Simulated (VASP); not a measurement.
# TeH2 in VASP: settings compared

TeH2 is run at these levels: r2SCAN, SCAN, revPBE; tasks: single point, relaxation of the atoms.

Program: VASP 6.6.1. These are calculated values, not measurements. Logs are shortened: lines on timing, memory, paths and dates and some standing lists are left out, and cuts for length are marked.

## 1. The cell of the first run

The cell holds a molecule in a box, 3 atoms: a = 11.000 Å, b = 11.000 Å, c = 10.000 Å, α = 90.00°, β = 90.00°, γ = 90.00°.

## 2. Single point, r2SCAN (last atom moved by 0.05 Å along z)

Input file INCAR:

```
  METAGGA = R2SCAN
  ISMEAR = 0
  SIGMA = 0.03
  LWAVE = F
  LCHARG = F
  ISIF = 0
  PREC = Accurate
  LASPH = T
  LREAL = F
  ALGO = Normal
  EDIFF = 1E-7
  NELM = 120
  GGA_COMPAT = F
  ENCUT = 560
  EFERMI = MIDGAP
  NELMDL = -8
  LMIXTAU = T
  NBANDS = 26
```

Input file KPOINTS:

```
k-points
0
Gamma
  1 1 1
```

Input file POSCAR:

```
TeH2
1.0
   11.0000000000      0.0000000000      0.0000000000
    0.0000000000     11.0000000000      0.0000000000
    0.0000000000      0.0000000000     10.0000000000
Te H
1 2
Direct
    0.5657545500      0.4415863600      0.5429100000
    0.5360000000      0.5891500000      0.5436200000
    0.4366090900      0.4146681800      0.4681800000
```

Potentials or basis: VASP PAW PBE potentials, release 64 (Te, H).

The run is started by

```console
cat potpaw_PBE.64/Te/POTCAR potpaw_PBE.64/H/POTCAR > POTCAR
mpirun -np 1 vasp_gam > vasp.out
```

OUTCAR:

```text
METAGGA = R2SCAN
   ISMEAR = 0
   ISIF = 0
   PREC = Accurate
   LASPH = T
   LREAL = F
   EDIFF = 1E-7
   NELM = 120
   ENCUT = 560
   EFERMI = MIDGAP
   NELMDL = -8

 ion  position               nearest neighbor table
   1  0.566  0.442  0.543-   3 1.63   2 1.66
   2  0.536  0.589  0.544-   1 1.66
   3  0.437  0.415  0.468-   1 1.63

  LATTYP: Found a simple tetragonal cell.
 ALAT       =    11.0000000000
 C/A-ratio  =     0.9090909091

  Lattice vectors:

 A1 = (  11.0000000000,   0.0000000000,   0.0000000000)
 A2 = (   0.0000000000,  11.0000000000,   0.0000000000)
 A3 = (   0.0000000000,   0.0000000000,  10.0000000000)

Analysis of symmetry for initial positions (statically):
=====================================================================
 Subroutine PRICEL returns:
 Original cell was already a primitive cell.

 Routine SETGRP: Setting up the symmetry group for a
 simple tetragonal supercell.

 Subroutine GETGRP returns: Found  1 space group operations
 (whereof  1 operations were pure point group operations)
 out of a pool of 16 trial point group operations.

The static configuration has the point symmetry C_1 .

Analysis of symmetry for dynamics (positions and initial velocities):
=====================================================================
 Subroutine PRICEL returns:
 Original cell was already a primitive cell.

 Routine SETGRP: Setting up the symmetry group for a
 simple tetragonal supercell.

 Subroutine GETGRP returns: Found  1 space group operations
 (whereof  1 operations were pure point group operations)
 out of a pool of 16 trial point group operations.

The dynamic configuration has the point symmetry C_1 .

 Subroutine INISYM returns: Found  1 space group operations
 (whereof  1 operations are pure point group operations),
 and found     1 'primitive' translations

----------------------------------------------------------------------------------------

                                     Primitive cell

  volume of cell :    1210.0000

  direct lattice vectors                    reciprocal lattice vectors
    11.000000000  0.000000000  0.000000000     0.090909091  0.000000000  0.000000000
     0.000000000 11.000000000  0.000000000     0.000000000  0.090909091  0.000000000
     0.000000000  0.000000000 10.000000000     0.000000000  0.000000000  0.100000000

  length of vectors
    11.000000000 11.000000000 10.000000000     0.090909091  0.090909091  0.100000000

[... 45 lines left out ...]
   ions per type =               1   2
   NGX,Y,Z   is equivalent  to a cutoff of  13.60, 13.60, 13.30 a.u.
   NGXF,Y,Z  is equivalent  to a cutoff of  27.20, 27.20, 26.60 a.u.
 SYSTEM =  unknown system
   PREC   = accura    normal or accurate (medium, high low for compatibility)
   ISTART =      0    job   : 0-new  1-cont  2-samecut
   ICHARG =      2    charge: 1-file 2-atom 10-const
   ISPIN  =      1    spin polarized calculation?
   LNONCOLLINEAR =      F non collinear calculations
   LSORBIT =      F    spin-orbit coupling
   LASPH  =      T    aspherical Exc in radial PAW
   ENCUT  =  560.0 eV  41.16 Ry    6.42 a.u.  21.22 21.22 19.30*2*pi/ulx,y,z
   NELM   =    120;   NELMIN=  2; NELMDL= -8     # of ELM steps
   EDIFF  = 0.1E-06   stopping-criterion for ELM
   LREAL  =      F    real-space projection
   EDIFFG = 0.1E-05   stopping-criterion for IOM
   NSW    =      0    number of steps for IOM
   IBRION =     -1    ionic relax: 0-MD 1-quasi-New 2-CG
   NFREE  =      0    steps in history (QN), initial steepest desc. (CG)
   ISIF   =      0    stress and relaxation
   ISYM   =      2    0-nonsym 1-usesym 2-fastsym
   POTIM  = 0.5000    time-step for ionic-motion
   TEBEG  =    0.0;   TEEND  =   0.0 temperature during run

   SCALEE = 1.0000    scale energy and forces
   PSTRESS=    0.0 pullay stress
   NELECT =       8.0000    total number of electrons
   NUPDOWN=      -1.0000    fix difference up-down
   EMIN   =  10.00;   EMAX   =-10.00  energy-range for DOS
   EFERMI =   0.00;   METHOD = MIDGAP
   ISMEAR =     0;   SIGMA  =   0.03  broadening in eV -4-tet -1-fermi 0-gaus
   EFERMI_NEDOS =   21; number of points for ismear=-14 and -15
   IALGO  =     38    algorithm
   IMIX   =      4    mixing-type and parameters
     AMIX     =   0.40;   BMIX     =  1.00
     AMIX_MAG =   1.60;   BMIX_MAG =  1.00
  volume/ion in A,a.u.               =     403.33      2721.83
  Fermi-wavevector in a.u.,A,eV,Ry     =   0.307263  0.580642  1.284530  0.094410
  Thomas-Fermi vector in A             =   1.181976
   LORBIT       =      0    0 simple, 1 ext, 2 COOP (PROOUT), +10 PAW based schemes
   METAGGA = R2SCAN    functional components
   LHFCALC =     F    Hartree Fock is set to
   AEXX    =    0.0000 exact exchange contribution
   IVDW    =     0    specifies the selected vdW correction
   LEPSILON=     F    determine dielectric tensor
   LRPA    =     F    only Hartree local field effects (RPA)

   CSHIFT  =0.1000    complex shift for real part using Kramers Kronig

   OMEGAMAX=  -1.0    maximum frequency
 non-spin polarized calculation
 Gauss-broadening in eV      SIGMA  =   0.03
  energy-cutoff  :      560.00
  volume of cell :     1210.00
 maximum number of plane-waves:     18212
 NGX is ok and might be reduce to    90
   NGX = 43   NGY = 43   NGZ = 39

 number of electron       8.0000001 magnetization

 Free energy of the ion-electron system (eV)
  ---------------------------------------------------
  ext. energy  EPLUGINS =         0.00000000
  ---------------------------------------------------
  free energy    TOTEN  =       -31.50437975 eV

  energy without entropy =      -31.50437975  energy(sigma->0) =      -31.50437975

 E-fermi :  -3.2167     XC(G=0):  -0.5398

 val. band max:       -5.4571458734   @ k =   0.0000   0.0000   0.0000
 cond. band min:      -0.9762988745   @ k =   0.0000   0.0000   0.0000
 fundamental gap:      4.4808469989
 Fermi energy:        -3.2167223739

 k-point     1 :       0.0000    0.0000    0.0000
  band No.  band energies     occupation
      1     -16.4222      2.00000
      2      -9.7340      2.00000
      3      -8.2924      2.00000
      4      -5.4571      2.00000
      5      -0.9763      0.00000
      6      -0.3198      0.00000
[... 8 lines left out ...]
     15       2.3067      0.00000
     16       2.5574      0.00000
 [bands above 16 left out]

------------------------ aborting loop because EDIFF is reached ----------------------------------------

 VOLUME and BASIS-vectors are now :
 -----------------------------------------------------------------------------
  energy-cutoff  :      560.00
  volume of cell :     1210.00
      direct lattice vectors                 reciprocal lattice vectors
    11.000000000  0.000000000  0.000000000     0.090909091  0.000000000  0.000000000
     0.000000000 11.000000000  0.000000000     0.000000000  0.090909091  0.000000000
     0.000000000  0.000000000 10.000000000     0.000000000  0.000000000  0.100000000

 POSITION                                       TOTAL-FORCE (eV/Angst)
 -----------------------------------------------------------------------------------
      6.22330      4.85745      5.42910         0.440937      0.030736      0.226893
      5.89600      6.48065      5.43620        -0.023838      0.037497     -0.007621
      4.80270      4.56135      4.68180        -0.417100     -0.068233     -0.219271
 -----------------------------------------------------------------------------------
    total drift:                               -0.000004     -0.000136      0.000089

  FREE ENERGIE OF THE ION-ELECTRON SYSTEM (eV)
  ---------------------------------------------------
  free  energy   TOTEN  =       -31.5043797475 eV

  energy  without entropy=      -31.5043797475  energy(sigma->0) =      -31.50437975
```

Run time: 6.5 min. Hardware: 1 thread of Intel Xeon 6975P-C (Granite Rapids), shared host; peak memory 1.3 GiB.

Results:

```yaml
Free_energy: -31.5044 eV
Largest_force: 0.497 eV/Å
Gap_between_the_frontier_levels: 4.48 eV
```

Forces in eV/Å, atoms in the order of the input:
```
Te   0.441  0.031  0.227
H   -0.024  0.037 -0.008
H   -0.417 -0.068 -0.219
```

Levels at points of the mesh, in eV from the valence-band top:
```
           k point  band 1  band 2  band 3  band 4  band 5  band 6  band 7  band 8
(0.00, 0.00, 0.00)  -10.97   -4.28   -2.84    0.00    4.48    5.14    6.12    6.86
```

Caveat: the cell differs from its parent crystal (last atom moved by 0.05 Å along z); the PAW data sets were made with another functional, which shifts forces and pressure a little; spin-orbit coupling is left out, which moves the levels of the heavy elements.

## 3. Single point, SCAN

POSCAR: that of step 2 with these lines changed.

```diff
@@ -10,2 +10,2 @@
     0.5360000000      0.5891500000      0.5436200000
-    0.4366090900      0.4146681800      0.4681800000
+    0.4366090900      0.4146681800      0.4631800000
```

Input file INCAR.step1:

```
  ISMEAR = 0
  SIGMA = 0.03
  LWAVE = T
  LCHARG = T
  ISIF = 0
  NELM = 100
  ALGO = Normal
  PREC = Accurate
  LASPH = T
  LREAL = F
  EDIFF = 1E-5
  GGA_COMPAT = F
  ENCUT = 440
  EFERMI = MIDGAP
  NELMDL = -8
  GGA = PE
```

Input file INCAR.step2:

```
  METAGGA = SCAN
  ISMEAR = 0
  SIGMA = 0.03
  LWAVE = F
  LCHARG = F
  ISIF = 0
  NELM = 100
  ALGO = All
  PREC = Accurate
  LASPH = T
  LREAL = F
  EDIFF = 1E-6
  GGA_COMPAT = F
  ENCUT = 440
  EFERMI = MIDGAP
  NELMDL = -8
  LMIXTAU = T
  ISTART = 1
  ISEARCH = 1
```

KPOINTS is that of step 2.

Potentials or basis: VASP PAW PBE potentials, release 64 (Te, H).

The run is started by

```console
cat potpaw_PBE.64/Te/POTCAR potpaw_PBE.64/H/POTCAR > POTCAR
cp INCAR.step1 INCAR
mpirun -np 1 vasp_gam > vasp.out
cp INCAR.step2 INCAR
mpirun -np 1 vasp_gam > vasp.out
```

OUTCAR:

```text
METAGGA = SCAN
   ISMEAR = 0
   ISIF = 0
   NELM = 100
   PREC = Accurate
   LASPH = T
   LREAL = F
   EDIFF = 1E-6
   ENCUT = 440
   EFERMI = MIDGAP
   NELMDL = -8
   ISTART = 1

 Found      1 irreducible k-points:

 Following reciprocal coordinates:
            Coordinates               Weight
  0.000000  0.000000  0.000000      1.000000
   k-points           NKPTS =      1   k-points in BZ     NKDIM =      1   number of bands    NBANDS=      8
   number of dos      NEDOS =    301   number of ions     NIONS =      3
   total plane-waves  NPLWV = 448000
   dimension x,y,z NGX =    80 NGY =   80 NGZ =   70
[... 72 lines left out ...]
 cond. band min:      -1.0230839772   @ k =   0.0000   0.0000   0.0000
 fundamental gap:      4.4232424864
 Fermi energy:        -3.2352019094

 k-point     1 :       0.0000    0.0000    0.0000
  band No.  band energies     occupation
      1     -16.3863      2.00000
      2      -9.6581      2.00000
      3      -8.3051      2.00000
      4      -5.4463      2.00000
      5      -1.0231      0.00000
      6      -0.4132      0.00000
      7       0.6149      0.00000
      8       1.3869      0.00000

------------------------ aborting loop because EDIFF is reached ----------------------------------------

 VOLUME and BASIS-vectors are now :
 -----------------------------------------------------------------------------
  energy-cutoff  :      440.00
  volume of cell :     1210.00
      direct lattice vectors                 reciprocal lattice vectors
    11.000000000  0.000000000  0.000000000     0.090909091  0.000000000  0.000000000
     0.000000000 11.000000000  0.000000000     0.000000000  0.090909091  0.000000000
     0.000000000  0.000000000 10.000000000     0.000000000  0.000000000  0.100000000

 POSITION                                       TOTAL-FORCE (eV/Angst)
 -----------------------------------------------------------------------------------
      6.22330      4.85745      5.42910         0.104879     -0.076773      0.046755
      5.89600      6.48065      5.43620        -0.031711      0.073217     -0.007593
      4.80270      4.56135      4.63180        -0.073168      0.003556     -0.039161
 -----------------------------------------------------------------------------------
    total drift:                                0.001872      0.000717     -0.002170

  FREE ENERGIE OF THE ION-ELECTRON SYSTEM (eV)
  ---------------------------------------------------
  free  energy   TOTEN  =       -43.2529267819 eV

  energy  without entropy=      -43.2529267819  energy(sigma->0) =      -43.25292678
```

Wall time 4.9 min (1 thread of Intel Xeon Platinum 8175M at 2.50GHz (Skylake/Cascade Lake), shared host); peak memory 0.89 GiB.

What came out:

```
Free energy                     : -43.2529 eV
Largest force                   : 0.138 eV/Å
Gap between the frontier levels : 4.42 eV
```

Forces in eV/Å, atoms in the order of the input:
```
Te   0.105 -0.077  0.047
H   -0.032  0.073 -0.008
H   -0.073  0.004 -0.039
```

Caveat: the PAW data sets were made with another functional, which shifts forces and pressure a little; spin-orbit coupling is left out, which moves the levels of the heavy elements.

## 4. Relaxation of the atoms, revPBE (atoms moved at random)

Input file INCAR:

```
SYSTEM = TeH2
GGA = RE
ISMEAR = 0
SIGMA = 0.03
LWAVE = .FALSE.
LCHARG = .FALSE.
ISIF = 0
NSW = 120
PREC = Accurate
LASPH = .TRUE.
LREAL = .FALSE.
ALGO = Normal
EDIFF = 1E-7
NELM = 120
GGA_COMPAT = .FALSE.
IBRION = 2
EDIFFG = -0.002
NELMIN = 4
ENCUT = 500
EFERMI = MIDGAP
NELMDL = -8
```

KPOINTS is that of step 3.

Input file POSCAR:

```
TeH2
1.0
   11.0000000000      0.0000000000      0.0000000000
    0.0000000000     11.0000000000      0.0000000000
    0.0000000000      0.0000000000     10.0000000000
Te H
1 2
Direct
    0.5646610000      0.4394560000      0.5417750000
    0.5389490000      0.5866870000      0.5448500000
    0.4403820000      0.4119470000      0.4545010000
```

Potentials or basis: VASP PAW PBE potentials, release 64 (Te, H).

The run is started by

```console
cat potpaw_PBE.64/Te/POTCAR potpaw_PBE.64/H/POTCAR > POTCAR
mpirun -np 1 vasp_gam > vasp.out
```

OUTCAR:

```text
SYSTEM = TeH2
   GGA = RE
   ISMEAR = 0
   ISIF = 0
   NSW = 120
   PREC = Accurate
   LASPH = .TRUE.
   LREAL = .FALSE.
   EDIFF = 1E-7
   NELM = 120
   IBRION = 2
   EDIFFG = -0.002
   NELMIN = 4
   ENCUT = 500
   EFERMI = MIDGAP
   NELMDL = -8

 ion  position               nearest neighbor table
   1  0.565  0.439  0.542-   2 1.64   3 1.65
   2  0.539  0.587  0.545-   1 1.64
   3  0.440  0.412  0.455-   1 1.65

  LATTYP: Found a simple tetragonal cell.
 ALAT       =    11.0000000000
 C/A-ratio  =     0.9090909091

  Lattice vectors:

 A1 = (  11.0000000000,   0.0000000000,   0.0000000000)
 A2 = (   0.0000000000,  11.0000000000,   0.0000000000)
 A3 = (   0.0000000000,   0.0000000000,  10.0000000000)

Analysis of symmetry for initial positions (statically):
=====================================================================
 Subroutine PRICEL returns:
 Original cell was already a primitive cell.

 Routine SETGRP: Setting up the symmetry group for a
 simple tetragonal supercell.

 Subroutine GETGRP returns: Found  1 space group operations
 (whereof  1 operations were pure point group operations)
 out of a pool of 16 trial point group operations.
[... 146 lines left out ...]
  free energy    TOTEN  =        -9.13999454 eV

  energy without entropy =       -9.13999454  energy(sigma->0) =       -9.13999454

------------------------ aborting loop because EDIFF is reached ----------------------------------------

 VOLUME and BASIS-vectors are now :
 -----------------------------------------------------------------------------
  energy-cutoff  :      500.00
  volume of cell :     1210.00
      direct lattice vectors                 reciprocal lattice vectors
    11.000000000  0.000000000  0.000000000     0.090909091  0.000000000  0.000000000
     0.000000000 11.000000000  0.000000000     0.000000000  0.090909091  0.000000000
     0.000000000  0.000000000 10.000000000     0.000000000  0.000000000  0.100000000
[... 67 lines left out ...]
  FREE ENERGIE OF THE ION-ELECTRON SYSTEM (eV)
  ---------------------------------------------------
  free  energy   TOTEN  =        -9.1587075248 eV

  energy  without entropy=       -9.1587075248  energy(sigma->0) =       -9.15870752

[... ionic steps 4 to 7 ...]

--------------------------------------- Ionic step        8  -------------------------------------------

 number of electron       8.0000000 magnetization

------------------------ aborting loop because EDIFF is reached ----------------------------------------
[... 53 lines left out ...]
--------------------------------------- Ionic step       10  -------------------------------------------

 number of electron       8.0000000 magnetization

 Free energy of the ion-electron system (eV)
  ---------------------------------------------------
  ext. energy  EPLUGINS =         0.00000000
  ---------------------------------------------------
  free energy    TOTEN  =        -9.16015440 eV

  energy without entropy =       -9.16015440  energy(sigma->0) =       -9.16015440

 E-fermi :  -3.2713     XC(G=0):  -0.9333

 val. band max:       -5.1978359820   @ k =   0.0000   0.0000   0.0000
 cond. band min:      -1.3447878422   @ k =   0.0000   0.0000   0.0000
 fundamental gap:      3.8530481398
 Fermi energy:        -3.2713119121

 k-point     1 :       0.0000    0.0000    0.0000
  band No.  band energies     occupation
      1     -15.6768      2.00000
      2      -9.1754      2.00000
      3      -7.9633      2.00000
      4      -5.1978      2.00000
      5      -1.3448      0.00000
      6      -0.9756      0.00000
      7       0.2727      0.00000
      8       0.8158      0.00000
[... 20 lines left out ...]
  FREE ENERGIE OF THE ION-ELECTRON SYSTEM (eV)
  ---------------------------------------------------
  free  energy   TOTEN  =        -9.1601543968 eV

  energy  without entropy=       -9.1601543968  energy(sigma->0) =       -9.16015440

 reached required accuracy - stopping structural energy minimisation
```

Run time: 4.3 min. Hardware: 1 thread of Intel Xeon Platinum 8488C (Sapphire Rapids), shared host; peak memory 1 GiB.

Results:

- Free energy: -9.1602 eV
- Energy gained by relaxing: 6.7 meV/atom
- Ionic steps: 10
- Gap between the frontier levels: 3.85 eV

Step by step:
| step | energy change (eV) | largest force (eV/Å) |
| --- | --- | --- |
| 1 | 0.0000 | 0.8709 |
| 2 | -0.0114 | 0.4617 |
| 3 | -0.0187 | 0.0731 |
| 4 | -0.0187 | 0.0792 |
| 5 | -0.0192 | 0.0646 |
| 6 | -0.0200 | 0.0448 |
| 7 | -0.0201 | 0.0416 |
| 8 | -0.0200 | 0.0702 |
| 9 | -0.0202 | 0.0022 |
| 10 | -0.0202 | 0.0018 |

Final structure:
```xyz
3
Lattice="11.0000 0.0000 0.0000 0.0000 11.0000 0.0000 0.0000 0.0000 10.0000" Properties=species:S:1:pos:R:3 pbc="T T T"
Te    6.2356    4.8120    5.4303
H     5.9114    6.4579    5.4388
H     4.8369    4.5491    4.5422
```

Caveat: the cell differs from its parent crystal (atoms moved at random); the PAW data sets were made with another functional, which shifts forces and pressure a little; spin-orbit coupling is left out, which moves the levels of the heavy elements.

## 5. Overview

```tsv
task	level	cell	cutoff (eV)	tolerance level	purpose	gap on the mesh (eV)	largest force (eV/Å)
single point	r2SCAN	as given, atomic positions A	560	standard	forces	4.48	0.50
single point	SCAN	as given, atomic positions B	440	standard	a run that is hard to end	4.42	0.14
relaxation of the atoms	revPBE	atoms relaxed, atomic positions C	500	tight	geometry	3.85	-
```

Alike in all rows: potentials or basis VASP PAW PBE potentials, release 64 (Te, H); no spin polarisation; k mesh 1 × 1 × 1; smearing gaussian 0.03 eV.

Caveats: the PAW data sets were made with another functional, which shifts forces and pressure a little; spin-orbit coupling is left out, which moves the levels of the heavy elements.

Total energies depend on the potentials used, so only differences within one code and one set of settings carry meaning.
